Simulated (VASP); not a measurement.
# KZnF3 (Pm-3m) in VASP: a series of runs, part 2 of 2

VASP 6.6.1.

### 3 Relaxation of cell and atoms, PBE, target pressure 30 GPa, at which the enthalpy is minimised

This run uses another cell than the first one, of 11.16 Å³/atom.

File INCAR:

```
SYSTEM = KZnF3
PREC     = Accurate       ! precision mode
ENCUT    = 600            ! plane-wave cutoff, eV
EDIFF    = 1E-7           ! SCF threshold, eV
ISMEAR   = 0              ! smearing method
SIGMA    = 0.02           ! smearing width, eV
LREAL    = .False.        ! projectors in reciprocal space
LASPH    = .True.         ! aspherical terms in the spheres
NELM     = 80             ! most SCF steps
ALGO     = Normal         ! electronic algorithm
ISIF     = 3              ! what is computed and relaxed
LWAVE    = .False.        ! write WAVECAR
LCHARG   = .False.        ! write CHGCAR
GGA      = PE             ! functional
IBRION   = 2              ! ionic algorithm
NSW      = 70             ! ionic steps
EDIFFG   = -0.008         ! ionic threshold
PSTRESS  = 300.0
```

File KPOINTS:

```
regular mesh
0
Gamma
  6 6 6
  0 0 0
```

File POSCAR:

```
KZnF3
1.0
    3.8214584368      0.0000000000      0.0000000000
    0.0000000000      3.8214584368      0.0000000000
    0.0000000000      0.0000000000      3.8214584368
K Zn F
1 1 3
Direct
    0.0000000000      0.0000000000      0.0000000000
    0.5000000000      0.5000000000      0.5000000000
    0.0000000000      0.5000000000      0.5000000000
    0.5000000000      0.0000000000      0.5000000000
    0.5000000000      0.5000000000      0.0000000000
```

Potentials or basis: VASP PAW PBE potentials, release 64 (K_sv, Zn, F).

Launch:

```console
$ cat potpaw_PBE.64/K_sv/POTCAR potpaw_PBE.64/Zn/POTCAR potpaw_PBE.64/F/POTCAR > POTCAR
$ mpirun -np 1 vasp_std > vasp.out
```

OUTCAR:

```text
SYSTEM = KZnF3
   PREC = Accurate
   ENCUT = 600
   EDIFF = 1E-7
   ISMEAR = 0
   LREAL = .False.
   LASPH = .True.
   NELM = 80
   ISIF = 3
   GGA = PE
   IBRION = 2
   NSW = 70
   EDIFFG = -0.008
   PSTRESS = 300.0

 ion  position               nearest neighbor table
   1  0.000  0.000  0.000-   3 2.70   4 2.70   5 2.70   3 2.70   4 2.70   3 2.70   5 2.70   3 2.70
                             4 2.70   5 2.70   4 2.70   5 2.70   2 3.31   2 3.31   2 3.31   2 3.31
   2  0.500  0.500  0.500-   3 1.91   4 1.91   5 1.91   5 1.91   4 1.91   3 1.91   1 3.31   1 3.31
                             1 3.31   1 3.31   1 3.31   1 3.31   1 3.31   1 3.31
   3  0.000  0.500  0.500-   2 1.91   2 1.91   1 2.70   1 2.70   1 2.70   1 2.70
   4  0.500  0.000  0.500-   2 1.91   2 1.91   1 2.70   1 2.70   1 2.70   1 2.70
   5  0.500  0.500  0.000-   2 1.91   2 1.91   1 2.70   1 2.70   1 2.70   1 2.70

[... 193 lines left out ...]
  -------------------------------------------------------------------------------------
  Total       10.0031183     10.0031183     10.0031183     -0.0000000     -0.0000000     -0.0000000
  in kB      287.1828919    287.1828919    287.1828919     -0.0000000     -0.0000000     -0.0000000
  external PRESSURE =     -12.8171081 kB  Pullay stress =     300.0000000 kB
[... 69 lines left out ...]
--------------------------------------- Ionic step        3  -------------------------------------------

 number of electron      41.9999998 magnetization

 Free energy of the ion-electron system (eV)
  ---------------------------------------------------
  ext. energy  EPLUGINS =         0.00000000
  ---------------------------------------------------
  free energy    TOTEN  =       -19.17332697 eV

  energy without entropy =      -19.17332697  energy(sigma->0) =      -19.17332697

 E-fermi :   1.5781     XC(G=0): -10.8550

 val. band max:        1.3674427252   @ k =   0.5000   0.5000   0.5000
 cond. band min:       5.6643895835   @ k =   0.0000   0.0000   0.0000
 fundamental gap:      4.2969468583
 Fermi energy:         1.5781119414

 k-point     1 :       0.0000    0.0000    0.0000
  band No.  band energies     occupation
      1     -26.5771      2.00000
      2     -21.9764      2.00000
      3     -21.0890      2.00000
      4     -21.0890      2.00000
      5     -10.0917      2.00000
      6     -10.0917      2.00000
[... 585 lines left out ...]
  energy  without entropy=      -19.1733269684  energy(sigma->0) =      -19.17332697

  enthalpy is  TOTEN    =        -8.7993703519 eV   P V=       10.3739566165

 reached required accuracy - stopping structural energy minimisation
```

OSZICAR:

```text
N       E                     dE             d eps       ncg     rms          rms(c)
DAV:   1     0.504275646448E+03    0.50428E+03   -0.25311E+04  1000   0.235E+03
DAV:   2     0.170041649586E+02   -0.48727E+03   -0.47531E+03  1176   0.554E+02
DAV:   3    -0.205128374903E+02   -0.37517E+02   -0.37369E+02  1269   0.166E+02
DAV:   4    -0.213441017328E+02   -0.83126E+00   -0.83060E+00  1555   0.223E+01
[... 37 lines left out ...]
DAV:   6    -0.191733276529E+02    0.29778E-05   -0.15575E-05  1530   0.180E-01    0.495E-03
DAV:   7    -0.191733273689E+02    0.28399E-06   -0.31212E-06  1544   0.321E-02    0.292E-03
DAV:   8    -0.191733270822E+02    0.28669E-06   -0.14089E-06  1548   0.283E-02    0.192E-03
DAV:   9    -0.191733269160E+02    0.16616E-06   -0.36162E-07   885   0.158E-02    0.307E-04
DAV:  10    -0.191733269684E+02   -0.52363E-07   -0.16783E-07   713   0.382E-03
   3 F= -.87993704E+01 E0= -.87993704E+01  d E =-.170107E-02
```

CONTCAR:

```text
KZnF3
   1.00000000000000
     3.8122196745163928    0.0000000000000000   -0.0000000000000000
    -0.0000000000000000    3.8122196745163928   -0.0000000000000000
     0.0000000000000000   -0.0000000000000000    3.8122196745163928
  K               Zn              F
     1     1     3
Direct
     0.0000000000000000    0.0000000000000000    0.0000000000000000
     0.5000000000000000    0.5000000000000000    0.5000000000000000
     0.0000000000000000    0.5000000000000000    0.5000000000000000
     0.5000000000000000    0.0000000000000000    0.5000000000000000
     0.5000000000000000    0.5000000000000000    0.0000000000000000

  0.00000000E+00  0.00000000E+00  0.00000000E+00
  0.00000000E+00  0.00000000E+00  0.00000000E+00
  0.00000000E+00  0.00000000E+00  0.00000000E+00
  0.00000000E+00  0.00000000E+00  0.00000000E+00
  0.00000000E+00  0.00000000E+00  0.00000000E+00
```

Wall time 54 s (1 thread of AMD EPYC 9R45 (Zen 5), shared host); peak memory 0.17 GiB.

What came out:

```
Free energy                                                : -19.1733 eV
Relaxed volume                                             : 11.08 Å³/atom
Relaxed cell                                               : a = 3.812 Å, b = 3.812 Å, c = 3.812 Å, α = 90.00°, β = 90.00°, γ = 90.00°
Space group after relaxing (to 0.1 Å)                      : Pm-3m (No. 221)
Energy change on relaxing (the run minimises the enthalpy) : +14.8 meV/atom
Ionic steps                                                : 3
Pressure after relaxing                                    : 30.0 GPa
Band gap on the k mesh                                     : 4.30 eV (least direct gap 7.33 eV)
```

The path:
```tsv
step	energy change (eV)	largest force (eV/Å)	pressure (GPa)	volume (Å³)
1	0.0000	0.0000	28.72	55.81
2	0.1339	0.0000	31.13	55.09
3	0.0739	0.0000	30.03	55.40
```

Final structure:
```
K Zn F
1.0
     3.81222    0.00000    0.00000
     0.00000    3.81222    0.00000
     0.00000    0.00000    3.81222
K Zn F
1 1 3
Direct
  0.00000 0.00000 0.00000
  0.50000 0.50000 0.50000
  0.00000 0.50000 0.50000
  0.50000 0.00000 0.50000
  0.50000 0.50000 0.00000
```

Caveat: the cell is relaxed towards a set pressure, so the run minimises the enthalpy, not the energy.
